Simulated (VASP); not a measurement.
# BN (Fmm2) in VASP: further runs, part 2 of 2

VASP 6.6.1.

**4. Single point, PBE+D3(BJ) (strain +0.015 along x and y, -0.030 along z)**

Contents of INCAR:

```
SYSTEM = BN
PREC = Accurate
ENCUT = 520
EDIFF = 1E-6
ISMEAR = 0
SIGMA = 0.05
LREAL = .False.
LASPH = .True.
NELM = 60
ALGO = Normal
ISIF = 2
LWAVE = .False.
LCHARG = .False.
GGA = PE
IVDW = 12
NBANDS = 11
```

Contents of KPOINTS:

```
regular mesh
0
Gamma
  12 12 12
  0 0 0
```

Contents of POSCAR:

```
BN
1.0
    0.0000000000      3.5477455674      2.1011085028
    1.2704065815      0.0000000000      2.1011085028
    1.2704065815      3.5477455674      0.0000000000
B N
1 1
Direct
    0.0000486500      0.0000486500      0.9999513500
    0.6666513400      0.6666513400      0.3333486600
```

Potentials or basis: VASP PAW PBE potentials, release 64 (B, N).

On the command line:

```
$ cat potpaw_PBE.64/B/POTCAR potpaw_PBE.64/N/POTCAR > POTCAR
$ mpirun -np 1 vasp_std > vasp.out
```

OUTCAR:

```text
SYSTEM = BN
   PREC = Accurate
   ENCUT = 520
   EDIFF = 1E-6
   ISMEAR = 0
   LREAL = .False.
   LASPH = .True.
   NELM = 60
   ISIF = 2
   GGA = PE
   IVDW = 12
 IVDW          = 12

 ion  position               nearest neighbor table
   1  0.000  0.000  1.000-   2 1.40   2 1.45   2 1.45
   2  0.667  0.667  0.333-   1 1.40   1 1.45   1 1.45

  LATTYP: Found a face centered orthorhombic cell.
 ALAT       =     2.5408131630
 B/A-ratio  =     1.6538866638
 C/A-ratio  =     2.7926064136

  Lattice vectors:

 A1 = (   0.0000000000,   3.5477455674,   2.1011085028)
 A2 = (  -1.2704065815,   3.5477455674,   0.0000000000)
 A3 = (  -1.2704065815,   0.0000000000,   2.1011085028)

Analysis of symmetry for initial positions (statically):
=====================================================================
 Subroutine PRICEL returns:
 Original cell was already a primitive cell.

 Routine SETGRP: Setting up the symmetry group for a
 face centered orthorhombic supercell.

 Subroutine GETGRP returns: Found  4 space group operations
 (whereof  4 operations were pure point group operations)
 out of a pool of  8 trial point group operations.

[... 174 lines left out ...]
      4       0.6590      2.00000
      5       6.7393      0.00000
      6      13.2357      0.00000
      7      13.9419      0.00000
      8      15.1272      0.00000
      9      17.0489      0.00000
     10      28.0590      0.00000
     11      28.1894      0.00000
[... 309 lines left out ...]
 k-point    24 :      -0.4167    0.1667    0.0000
  band No.  band energies     occupation
      1     -12.6143      2.00000
      2      -6.8458      2.00000
      3      -3.4761      2.00000
      4       1.1837      2.00000
      5       6.7518      0.00000
      6      13.9453      0.00000
      7      15.7195      0.00000
      8      17.0489      0.00000
      9      19.9569      0.00000
     10      22.8246      0.00000
     11      24.1405      0.00000

 [... further k-points ...]

------------------------ aborting loop because EDIFF is reached ----------------------------------------

 Edisp (eV)   -0.26480

 E8    (eV) :    -0.0769

  FORCE on cell =-STRESS in cart. coord.  units (eV):
  Direction    XX          YY          ZZ          XY          YZ          ZX
  --------------------------------------------------------------------------------------
  -------------------------------------------------------------------------------------
  Total      -0.70198    -0.18164     3.27219     0.00000     0.00000     0.00000
  in kB     -59.38331   -15.36554   276.80582     0.00000     0.00000     0.00000
  external pressure =       67.35 kB  Pullay stress =        0.00 kB

 VOLUME and BASIS-vectors are now :
 -----------------------------------------------------------------------------
  energy-cutoff  :      520.00
  volume of cell :       18.94
      direct lattice vectors                 reciprocal lattice vectors
     0.000000000  3.547745567  2.101108503    -0.393574787  0.140934571  0.237969624
     1.270406582  0.000000000  2.101108503     0.393574787 -0.140934571  0.237969624
     1.270406582  3.547745567  0.000000000     0.393574787  0.140934571 -0.237969624

 POSITION                                       TOTAL-FORCE (eV/Angst)
 -----------------------------------------------------------------------------------
      1.27041      3.54775      0.00020         0.000000      0.000000      0.739637
      1.27041      3.54775      2.80141         0.000000      0.000000     -0.739637
 -----------------------------------------------------------------------------------
    total drift:                               -0.000002     -0.000002     -0.000048

  FREE ENERGIE OF THE ION-ELECTRON SYSTEM (eV)
  ---------------------------------------------------
  free  energy   TOTEN  =       -17.7937616308 eV

  energy  without entropy=      -17.7937616308  energy(sigma->0) =      -17.79376163
```

OSZICAR:

```text
N       E                     dE             d eps       ncg     rms          rms(c)
DAV:   1     0.136994284780E+02    0.13699E+02   -0.46162E+03  6312   0.682E+02
DAV:   2    -0.186631487674E+02   -0.32363E+02   -0.31283E+02  7367   0.161E+02
DAV:   3    -0.194533796666E+02   -0.79023E+00   -0.78902E+00  7536   0.231E+01
DAV:   4    -0.194560313225E+02   -0.26517E-02   -0.26516E-02  6842   0.147E+00
DAV:   5    -0.194560446110E+02   -0.13288E-04   -0.13288E-04  7591   0.906E-02    0.817E+00
DAV:   6    -0.177486175260E+02    0.17074E+01   -0.53080E+00  7050   0.130E+01    0.374E+00
DAV:   7    -0.175710365781E+02    0.17758E+00   -0.28404E-01  7197   0.391E+00    0.227E+00
DAV:   8    -0.175278679225E+02    0.43169E-01   -0.13065E-01  7236   0.221E+00    0.272E-01
DAV:   9    -0.175284066754E+02   -0.53875E-03   -0.32820E-03  6784   0.464E-01    0.148E-01
DAV:  10    -0.175289280033E+02   -0.52133E-03   -0.63021E-04  7002   0.183E-01    0.277E-02
DAV:  11    -0.175289613026E+02   -0.33299E-04   -0.48356E-05  7241   0.499E-02    0.231E-02
DAV:  12    -0.175289660558E+02   -0.47531E-05   -0.11405E-05  6841   0.223E-02    0.165E-03
DAV:  13    -0.175289664868E+02   -0.43098E-06   -0.39639E-07  7202   0.579E-03
   1 F= -.17793762E+02 E0= -.17793762E+02  d E =-.531328E-25
```

stdout:

```text
POSCAR found type information on POSCAR B N
 POSCAR found :  2 types and       2 ions
 scaLAPACK will be used
 LDA part: xc-table for (Slater+PW92), standard interpolation
 POSCAR, INCAR and KPOINTS ok, starting setup
 FFT: planning ... GRIDC
 FFT: planning ... GRID_SOFT
 FFT: planning ... GRID
 WAVECAR not read
 entering main loop
```

Wall time 46 s (1 thread of AMD EPYC 7R13 (Zen 3), shared host); peak memory 0.16 GiB.

What came out:

```
Free energy                : -17.7938 eV
Pressure                   : 6.7 GPa
Largest force              : 0.740 eV/Å
Band gap on the k mesh     : 4.12 eV, indirect (least direct gap 4.61 eV)
Dispersion energy per atom : -0.132 eV
```

Forces in eV/Å, atoms in the order of the input:
```
B    0.000  0.000  0.740
N    0.000  0.000 -0.740
```

Stress tensor (GPa, compression positive):
```
-5.94  0.00  0.00
 0.00 -1.54  0.00
 0.00  0.00 27.68
```

Caveat: the cell differs from its parent crystal (strain +0.015 along x and y, -0.030 along z).

**5. Single point, PBE+D3(BJ) (strain +0.000 along x and y, +0.015 along z)**

Contents of INCAR:

```
SYSTEM = BN
  PREC = Accurate
  ENCUT = 520
  EDIFF = 1E-6
  ISMEAR = 0
  SIGMA = 0.05
  LREAL = .False.
  LASPH = .True.
  NELM = 60
  ALGO = Normal
  ISIF = 2
  LWAVE = .False.
  LCHARG = .False.
  GGA = PE
  IVDW = 12
  NBANDS = 11
```

Contents of KPOINTS:

```
Automatic mesh
0
Gamma
  12 12 12
  0 0 0
```

Contents of POSCAR:

```
BN
1.0
    0.0000000000      3.4953158300      2.1985826086
    1.2516321000      0.0000000000      2.1985826086
    1.2516321000      3.4953158300      0.0000000000
B N
1 1
Direct
    0.0000486500      0.0000486500      0.9999513500
    0.6666513400      0.6666513400      0.3333486600
```

On the command line:

```
$ cat potpaw_PBE.64/B/POTCAR potpaw_PBE.64/N/POTCAR > POTCAR
$ mpirun -np 1 vasp_std > vasp.out
```

Wall time 49 s (1 thread of AMD EPYC 7R13 (Zen 3), shared host); peak memory 0.16 GiB.

The run converged. Its results:

```
Free energy                : -17.8446 eV
Pressure                   : -4.0 GPa
Largest force              : 0.148 eV/Å
Band gap on the k mesh     : 3.74 eV, indirect (least direct gap 4.51 eV)
Dispersion energy per atom : -0.131 eV
```

Forces in eV/Å, atoms in the order of the input:
```
B    0.000  0.000 -0.148
N    0.000  0.000  0.148
```

Stress tensor (GPa, compression positive):
```
 -0.43   0.00   0.00
  0.00  -1.05   0.00
  0.00   0.00 -10.66
```

Levels at points of the mesh, in eV from the valence-band top:
```
           k point  band 1  band 2  band 3  band 4  band 5  band 6  band 7  band 8
(0.00, 0.00, 0.00)  -17.76   -4.38   -1.50   -1.42    4.84   11.11   11.53   12.71
(0.50, 0.00, 0.00)  -14.60   -8.90   -4.27   -0.96    4.58    9.43   13.22   15.52
(0.50, 0.50, 0.00)  -14.74   -9.05   -4.05   -0.60    5.70    9.39   12.05   13.56
(0.50, 0.00, 0.50)  -17.56   -6.03   -1.49   -1.44    9.50   11.08   11.42   11.64
(0.00, 0.50, 0.50)  -14.64   -8.85   -4.09   -1.55    3.74    9.95   14.40   18.03
```

Caveat: the cell differs from its parent crystal (strain +0.000 along x and y, +0.015 along z). A k mesh can miss the band edges.

**6. Summary**

| cell | gap on the mesh (eV) | pressure (GPa) | largest force (eV/Å) |
| --- | --- | --- | --- |
| a = 4.095, b = 2.474, c = 3.713 Å, angles 80.2, 36.5, 63.3°, 2 atoms | 3.96 | 6.3 | 0.24 |
| a = 4.103, b = 2.549, c = 3.657 Å, angles 80.6, 37.8, 61.6°, 2 atoms | 3.56 | -3.6 | 0.42 |
| a = 4.123, b = 2.455, c = 3.768 Å, angles 80.0, 35.9, 64.1°, 2 atoms | 4.12 | 6.7 | 0.74 |
| a = 4.129, b = 2.530, c = 3.713 Å, angles 80.4, 37.2, 62.4°, 2 atoms | 3.74 | -4.0 | 0.15 |

Alike in all rows: task single point; level PBE+D3(BJ); potentials or basis VASP PAW PBE potentials, release 64 (B, N); no spin polarisation; k mesh 12 × 12 × 12; cutoff (eV) 520; smearing gaussian 0.05 eV.

Total energies depend on the potentials used, so only differences within one code and one set of settings carry meaning.
